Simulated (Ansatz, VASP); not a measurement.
# Bi: VASP beside Ansatz

Contents of INCAR:

```
SYSTEM = Bi
ALGO = Normal
EDIFF = 1E-8
ENCUT = 520
GGA = PE
ISIF = 2
ISMEAR = -1
LASPH = .TRUE.
LCHARG = .FALSE.
LEFG = .TRUE.
LREAL = .FALSE.
LWAVE = .FALSE.
NBANDS = 22
NELM = 60
PREC = Accurate
SIGMA = 0.03
```

File KPOINTS:

```
k-points
0
G
  9 9 3
  0 0 0
```

File POSCAR:

```
Bi
1.0
    4.5390002997      0.0000000000      0.0000000000
   -2.2695001499      3.9308895674      0.0000000000
    0.0000000000      0.0000000000     11.8290000000
Bi
2
Direct
    0.3333333333      0.6666666667      0.2500000000
    0.6666666667      0.3333333333      0.7500000000
```

Input for Ansatz:

```yaml
crystal:
  lattice:
    - [4.5390002997, 0.0, 0.0]
    - [-2.2695001499, 3.9308895674, 0.0]
    - [0.0, 0.0, 11.829]
  atoms:
    - { symbol: Bi, position: [0.3333333333, 0.6666666667, 0.25] }
    - { symbol: Bi, position: [0.6666666667, 0.3333333333, 0.75] }
kpoints:
  mp_grid: { grid: [9, 9, 3] }
  band_path:
    path:
      - [0.0, 0.0, 0.0]
      - [0.5, 0.0, 0.0]
      - [0.3333333333, 0.3333333333, 0.0]
      - [0.0, 0.0, 0.0]
      - [0.0, 0.0, 0.5]
      - [0.5, 0.0, 0.5]
      - [0.3333333333, 0.3333333333, 0.5]
      - [0.0, 0.0, 0.5]
      - [0.5, 0.0, 0.5]
    npoints: 8
scf:
  occupations: { method: fermi_dirac, width: 0.03 }
hamiltonian:
  xc: pbe
  pseudopotentials: { kind: all_electron, datasets: crystal }
output:
  forces: true
  stress: true
  eigenvalues: true
  efg: { contact_densities: true }
```

Alike in both runs: task electric field gradients; functional PBE; k mesh 9 × 9 × 3; occupations fermi-dirac, width 0.03 eV; no spin polarisation.

|  | VASP | Ansatz |
| --- | --- | --- |
| version | VASP 6.6.1 | Ansatz 0.2.0 |
| potentials or method | VASP PAW PBE potentials, release 64 (Bi_d), cutoff 520 eV | all-electron PAW with datasets made for the crystal, scalar-relativistic |

|  | VASP | Ansatz | Ansatz less VASP |
| --- | --- | --- | --- |
| pressure (GPa) | -3.3 | -3.3 | +0.02 |
| traceless stress, the component that is largest in VASP (GPa) | 2.95 | 2.95 | -0.002 |
| size of Vzz on the site where it differs most (V/Å²) | 134.3 | 126.6 | -7.75 |

Ansatz ran all-electron here, and VASP with PAW potentials.

Neither program's run includes spin-orbit coupling.
